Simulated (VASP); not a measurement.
# Lu3Si (Pm-3m) in VASP: a series of runs

The runs below take Lu3Si through single point, with PBEsol.

Everything below comes from runs of VASP 6.6.1. Logs are shortened: lines on timing, memory, paths and dates and some standing lists are left out, and cuts for length are marked.

## Step 1: The cell of the first run

The structure is cubic, space group Pm-3m (No. 221). The conventional cell has a = 4.383 Å, b = 4.383 Å, c = 4.383 Å, α = 90.00°, β = 90.00°, γ = 90.00°. Within 4.1 Å of Lu (site symmetry 4/mmm) lie 8 Lu at 3.10 Å and 4 Si at 3.10 Å. Si (site symmetry m-3m) has 12 Lu at 3.10 Å within 4.1 Å.

## Step 2: Single point, PBEsol (21.06 Å³/atom)

INCAR reads:

```
SYSTEM = Lu3Si
  ALGO = Fast
  EDIFF = 1E-6
  ENCUT = 520
  GGA = PS
  ISIF = 2
  ISMEAR = 0
  LASPH = .TRUE.
  LCHARG = .TRUE.
  LELF = .TRUE.
  LREAL = .FALSE.
  LVHAR = .TRUE.
  LWAVE = .FALSE.
  NBANDS = 48
  NELM = 60
  PREC = Accurate
  SIGMA = 0.05
```

KPOINTS reads:

```
k-points
0
G
  8 8 8
  0 0 0
```

POSCAR reads:

```
Lu3Si
1.0
    4.3833780740      0.0000000000      0.0000000000
    0.0000000000      4.3833780740      0.0000000000
    0.0000000000      0.0000000000      4.3833780740
Lu Si
3 1
Direct
    0.0000000000      0.5000000000      0.5000000000
    0.5000000000      0.5000000000      0.0000000000
    0.5000000000      0.0000000000      0.5000000000
    0.0000000000      0.0000000000      0.0000000000
```

Potentials or basis: VASP PAW PBE potentials, release 64 (Lu, Si).

Started as:

```
$ cat potpaw_PBE.64/Lu/POTCAR potpaw_PBE.64/Si/POTCAR > POTCAR
$ mpirun -np 1 vasp_std > vasp.out
```

OUTCAR:

```text
SYSTEM = Lu3Si
   EDIFF = 1E-6
   ENCUT = 520
   GGA = PS
   ISIF = 2
   ISMEAR = 0
   LASPH = .TRUE.
   LREAL = .FALSE.
   NELM = 60
   PREC = Accurate

 ion  position               nearest neighbor table
   1  0.000  0.500  0.500-   2 3.10   3 3.10   4 3.10   2 3.10   4 3.10   3 3.10   4 3.10   4 3.10
                             2 3.10   3 3.10   2 3.10   3 3.10
   2  0.500  0.500  0.000-   1 3.10   3 3.10   4 3.10   1 3.10   3 3.10   3 3.10   4 3.10   3 3.10
                             1 3.10   4 3.10   1 3.10   4 3.10
   3  0.500  0.000  0.500-   1 3.10   2 3.10   4 3.10   2 3.10   4 3.10   1 3.10   2 3.10   2 3.10
                             1 3.10   4 3.10   4 3.10   1 3.10
   4  0.000  0.000  0.000-   1 3.10   2 3.10   3 3.10   1 3.10   3 3.10   1 3.10   2 3.10   1 3.10
                             2 3.10   3 3.10   3 3.10   2 3.10

  LATTYP: Found a simple cubic cell.
 ALAT       =     4.3833780740

  Lattice vectors:

 A1 = (   4.3833780740,   0.0000000000,   0.0000000000)
 A2 = (   0.0000000000,   4.3833780740,   0.0000000000)
 A3 = (   0.0000000000,   0.0000000000,   4.3833780740)

Analysis of symmetry for initial positions (statically):
=====================================================================
 Subroutine PRICEL returns:
 Original cell was already a primitive cell.

 Routine SETGRP: Setting up the symmetry group for a
 simple cubic supercell.

 Subroutine GETGRP returns: Found 48 space group operations
 (whereof 48 operations were pure point group operations)
 out of a pool of 48 trial point group operations.

The static configuration has the point symmetry O_h .

Analysis of symmetry for dynamics (positions and initial velocities):
=====================================================================
 Subroutine PRICEL returns:
 Original cell was already a primitive cell.

 Routine SETGRP: Setting up the symmetry group for a
 simple cubic supercell.

 Subroutine GETGRP returns: Found 48 space group operations
 (whereof 48 operations were pure point group operations)
 out of a pool of 48 trial point group operations.

The dynamic configuration has the point symmetry O_h .

 Subroutine INISYM returns: Found 48 space group operations
 (whereof 48 operations are pure point group operations),
 and found     1 'primitive' translations

----------------------------------------------------------------------------------------

                                     Primitive cell

  volume of cell :      84.2222

  direct lattice vectors                    reciprocal lattice vectors
     4.383378074  0.000000000  0.000000000     0.228134554  0.000000000  0.000000000
     0.000000000  4.383378074  0.000000000     0.000000000  0.228134554  0.000000000
     0.000000000  0.000000000  4.383378074     0.000000000  0.000000000  0.228134554

  length of vectors
     4.383378074  4.383378074  4.383378074     0.228134554  0.228134554  0.228134554

  position of ions in fractional coordinates (direct lattice)
     0.000000000  0.500000000  0.500000000
     0.500000000  0.500000000  0.000000000
     0.500000000  0.000000000  0.500000000
     0.000000000  0.000000000  0.000000000

  ion indices of the primitive-cell ions
   primitive index   ion index
                 1           1
                 2           2
                 3           3
                 4           4

----------------------------------------------------------------------------------------

 KPOINTS: k-points

Automatic generation of k-mesh.
 Grid dimensions read from file:
 generate k-points for:    8    8    8

 Generating k-lattice:

  Cartesian coordinates                     Fractional coordinates (reciprocal lattice)
     0.028516819  0.000000000  0.000000000     0.125000000  0.000000000  0.000000000
     0.000000000  0.028516819  0.000000000     0.000000000  0.125000000  0.000000000
     0.000000000  0.000000000  0.028516819     0.000000000  0.000000000  0.125000000

  Length of vectors
     0.028516819  0.028516819  0.028516819

  Shift w.r.t. Gamma in fractional coordinates (k-lattice)
     0.000000000  0.000000000  0.000000000

 Subroutine IBZKPT returns following result:
 ===========================================

 Found     35 irreducible k-points:

 Following reciprocal coordinates:
            Coordinates               Weight
  0.000000  0.000000  0.000000      1.000000
  0.125000  0.000000  0.000000      6.000000
  0.250000  0.000000  0.000000      6.000000
  0.375000  0.000000  0.000000      6.000000
  0.500000  0.000000  0.000000      3.000000
  0.125000  0.125000  0.000000     12.000000
[... 16 lines left out ...]
  0.375000  0.375000  0.125000     24.000000
  0.500000  0.375000  0.125000     24.000000
 [... further k-points ...]
   k-points           NKPTS =     35   k-points in BZ     NKDIM =     35   number of bands    NBANDS=     48
   number of dos      NEDOS =    301   number of ions     NIONS =      4
   total plane-waves  NPLWV =  46656
   dimension x,y,z NGX =    36 NGY =   36 NGZ =   36
   dimension x,y,z NGXF=    72 NGYF=   72 NGZF=   72
   ions per type =               3   1
   NGX,Y,Z   is equivalent  to a cutoff of  13.65, 13.65, 13.65 a.u.
   NGXF,Y,Z  is equivalent  to a cutoff of  27.31, 27.31, 27.31 a.u.
 SYSTEM =  Lu3Si
   PREC   = accura    normal or accurate (medium, high low for compatibility)
   ISTART =      0    job   : 0-new  1-cont  2-samecut
   ICHARG =      2    charge: 1-file 2-atom 10-const
   ISPIN  =      1    spin polarized calculation?
   LNONCOLLINEAR =      F non collinear calculations
   LSORBIT =      F    spin-orbit coupling
   LASPH  =      T    aspherical Exc in radial PAW
   ENCUT  =  520.0 eV  38.22 Ry    6.18 a.u.   8.15  8.15  8.15*2*pi/ulx,y,z
   NELM   =     60;   NELMIN=  2; NELMDL= -5     # of ELM steps
   EDIFF  = 0.1E-05   stopping-criterion for ELM
   LREAL  =      F    real-space projection
   EDIFFG = 0.1E-04   stopping-criterion for IOM
   NSW    =      0    number of steps for IOM
   IBRION =     -1    ionic relax: 0-MD 1-quasi-New 2-CG
   NFREE  =      0    steps in history (QN), initial steepest desc. (CG)
   ISIF   =      2    stress and relaxation
   ISYM   =      2    0-nonsym 1-usesym 2-fastsym
   POTIM  = 0.5000    time-step for ionic-motion
   TEBEG  =    0.0;   TEEND  =   0.0 temperature during run
   PSTRESS=    0.0 pullay stress
   NELECT =      79.0000    total number of electrons
   NUPDOWN=      -1.0000    fix difference up-down
   EMIN   =  10.00;   EMAX   =-10.00  energy-range for DOS
   EFERMI =   0.00;   METHOD = LEGACY
   ISMEAR =     0;   SIGMA  =   0.05  broadening in eV -4-tet -1-fermi 0-gaus
   EFERMI_NEDOS =   21; number of points for ismear=-14 and -15
   IALGO  =     68    algorithm
   IMIX   =      4    mixing-type and parameters
     AMIX     =   0.40;   BMIX     =  1.00
     AMIX_MAG =   1.60;   BMIX_MAG =  1.00
  volume/ion in A,a.u.               =      21.06       142.09
  Fermi-wavevector in a.u.,A,eV,Ry     =   1.602538  3.028357 34.941492  2.568127
  Thomas-Fermi vector in A             =   2.699343
   LORBIT       =      0    0 simple, 1 ext, 2 COOP (PROOUT), +10 PAW based schemes
   GGA     = PS    functional components
   LHFCALC =     F    Hartree Fock is set to
   AEXX    =    0.0000 exact exchange contribution
   IVDW    =     0    specifies the selected vdW correction
   LEPSILON=     F    determine dielectric tensor
   LRPA    =     F    only Hartree local field effects (RPA)
 non-spin polarized calculation
 RMM-DIIS sequential band-by-band and
 Gauss-broadening in eV      SIGMA  =   0.05
  energy-cutoff  :      520.00
  volume of cell :       84.22
 maximum number of plane-waves:      2301
 NGX is ok and might be reduce to    36
   NGX = 17   NGY = 17   NGZ = 17

 number of electron      79.0000028 magnetization

 Free energy of the ion-electron system (eV)
  ---------------------------------------------------
  ext. energy  EPLUGINS =         0.00000000
  ---------------------------------------------------
  free energy    TOTEN  =       -21.76372454 eV

  energy without entropy =      -21.75935838  energy(sigma->0) =      -21.76154146

 E-fermi :   4.2070     XC(G=0): -11.8167

 val. band max:        4.1953443920   @ k =   0.2500   0.2500   0.1250
 cond. band min:       4.2345101921   @ k =   0.1250   0.1250   0.1250
 fundamental gap:      0.0391658001
 Fermi energy:         4.2070086227

 k-point     1 :       0.0000    0.0000    0.0000
  band No.  band energies     occupation
      1     -51.7372      2.00000
      2     -51.6131      2.00000
      3     -51.6131      2.00000
      4     -22.8752      2.00000
      5     -22.8752      2.00000
      6     -22.8752      2.00000
[... 40 lines left out ...]
     47       7.9663      0.00000
     48      10.8116      0.00000

 k-point     2 :       0.1250    0.0000    0.0000
  band No.  band energies     occupation
      1     -51.7330      2.00000
      2     -51.6173      2.00000
      3     -51.6130      2.00000
      4     -22.8558      2.00000
      5     -22.8558      2.00000
      6     -22.8468      2.00000
[... 40 lines left out ...]
     47       8.1868      0.00000
     48      10.2284      0.00000

 k-point     3 :       0.2500    0.0000    0.0000
  band No.  band energies     occupation
      1     -51.7213      2.00000
      2     -51.6289      2.00000
      3     -51.6129      2.00000
      4     -22.8034      2.00000
      5     -22.8034      2.00000
      6     -22.7638      2.00000
[... 40 lines left out ...]
     47       8.5955      0.00000
     48       9.0979      0.00000

 k-point     4 :       0.3750    0.0000    0.0000
  band No.  band energies     occupation
      1     -51.7056      2.00000
      2     -51.6446      2.00000
      3     -51.6128      2.00000
      4     -22.7382      2.00000
      5     -22.7382      2.00000
      6     -22.6343      2.00000
[... 958 lines left out ...]
     47       8.3306      0.00000
     48       8.5912      0.00000

 k-point    23 :       0.3750    0.3750    0.1250
  band No.  band energies     occupation
      1     -51.6781      2.00000
      2     -51.6480      2.00000
      3     -51.6362      2.00000
      4     -22.9015      2.00000
      5     -22.7330      2.00000
      6     -22.5467      2.00000
[... 40 lines left out ...]
     47       8.1432      0.00000
     48       8.9054      0.00000

 k-point    24 :       0.5000    0.3750    0.1250
  band No.  band energies     occupation
      1     -51.6687      2.00000
      2     -51.6541      2.00000
      3     -51.6394      2.00000
      4     -22.8980      2.00000
      5     -22.7745      2.00000
      6     -22.5482      2.00000
[... 40 lines left out ...]
     47       8.0240      0.00000
     48       8.5304      0.00000

 [... further k-points ...]

------------------------ aborting loop because EDIFF is reached ----------------------------------------

  FORCE on cell =-STRESS in cart. coord.  units (eV):
  Direction    XX          YY          ZZ          XY          YZ          ZX
  --------------------------------------------------------------------------------------
  -------------------------------------------------------------------------------------
  Total        1.6677355      1.6677355      1.6677355      0.0000000      0.0000000     -0.0000000
  in kB       31.7256818     31.7256818     31.7256818      0.0000000      0.0000000     -0.0000000
  external PRESSURE =      31.7256818 kB  Pullay stress =       0.0000000 kB

 VOLUME and BASIS-vectors are now :
 -----------------------------------------------------------------------------
  energy-cutoff  :      520.00
  volume of cell :       84.22
      direct lattice vectors                 reciprocal lattice vectors
     4.383378074  0.000000000  0.000000000     0.228134554  0.000000000  0.000000000
     0.000000000  4.383378074  0.000000000     0.000000000  0.228134554  0.000000000
     0.000000000  0.000000000  4.383378074     0.000000000  0.000000000  0.228134554

 POSITION                                       TOTAL-FORCE (eV/Angst)
 -----------------------------------------------------------------------------------
      0.00000      2.19169      2.19169         0.000000      0.000000      0.000000
      2.19169      2.19169      0.00000         0.000000      0.000000      0.000000
      2.19169      0.00000      2.19169         0.000000      0.000000      0.000000
      0.00000      0.00000      0.00000         0.000000      0.000000      0.000000
 -----------------------------------------------------------------------------------
    total drift:                                0.000000      0.000000      0.000000

  FREE ENERGIE OF THE ION-ELECTRON SYSTEM (eV)
  ---------------------------------------------------
  free  energy   TOTEN  =       -21.7637245388 eV

  energy  without entropy=      -21.7593583829  energy(sigma->0) =      -21.76154146
```

It took 12 min on 1 thread of Oxide Virtual Turin-like, shared host; peak memory 0.25 GiB.

What came out:

```yaml
Free_energy: -21.7637 eV
Pressure: 3.2 GPa
Band_gap_on_the_k_mesh: zero (an odd number of electrons rules out a gap without spin polarisation)
```

Levels at points of the mesh, in eV from the Fermi level:
```tsv
k point	band 36	band 37	band 38	band 39	band 40	band 41	band 42	band 43	band 44	band 45
(0.00, 0.00, 0.00)	-1.87	-1.87	-0.92	-0.92	-0.92	-0.39	-0.39	-0.39	3.02	3.76
(0.50, 0.00, 0.00)	-2.08	-1.91	-1.91	-0.09	0.11	1.50	1.50	1.79	2.04	2.09
(0.50, 0.50, 0.00)	-3.89	-2.37	-1.52	0.27	0.27	0.48	1.69	1.69	2.00	3.16
(0.50, 0.50, 0.50)	-2.52	-2.52	-1.82	-1.82	-1.82	1.63	2.14	2.14	2.14	3.24
```

Caveat: the cell stands under pressure; the PAW data sets were made with another functional, which shifts forces and pressure a little; spin-orbit coupling is left out, which moves the levels of the heavy elements.

(Part 1 of 2 ends here.)

The gap in the log of VASP goes by the Fermi energy; the results here count the filled bands.